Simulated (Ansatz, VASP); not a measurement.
**One calculation of Se, two programs**

```
CELL_PARAMETERS angstrom
4.06668 0.00000 0.00000
-2.03334 3.52185 0.00000
0.00000 0.00000 5.13008
ATOMIC_POSITIONS crystal
Se 0.24735 0.00000 0.33333
Se 0.00000 0.24735 0.66667
Se 0.75265 0.75265 0.00000
```

Alike in both runs: functional PBE; dispersion D3(BJ); k mesh 12 × 12 × 8; occupations gaussian, width 0.02 eV; no spin polarisation.

Ansatz relaxed the structure, and its values are those at the end. VASP's run is a single point on that final structure, the one shown.

```csv
,VASP,Ansatz
version,VASP 6.6.1,Ansatz 0.2.0
potentials or method,"VASP PAW PBE potentials, release 64 (Se), cutoff 520 eV","scalar-relativistic, plane waves, PAW"
valence electrons in the cell,18,48
```

VASP gave:

* gap on the k mesh at the Fermi level (eV): 0.50
* least direct gap on the mesh (eV): 0.52
* pressure (GPa): 0.1
* rms of the force components (eV/Å): 0.011

**Question.** What did Ansatz give for the same quantities?

**Answer.** gap on the k mesh at the Fermi level (eV): 0.51; least direct gap on the mesh (eV): 0.53; pressure (GPa): 0.0; rms of the force components (eV/Å): 0.001.

VASP's potentials hold 18 valence electrons a cell and Ansatz's 48, so a difference there can come from the potentials and not from the codes.
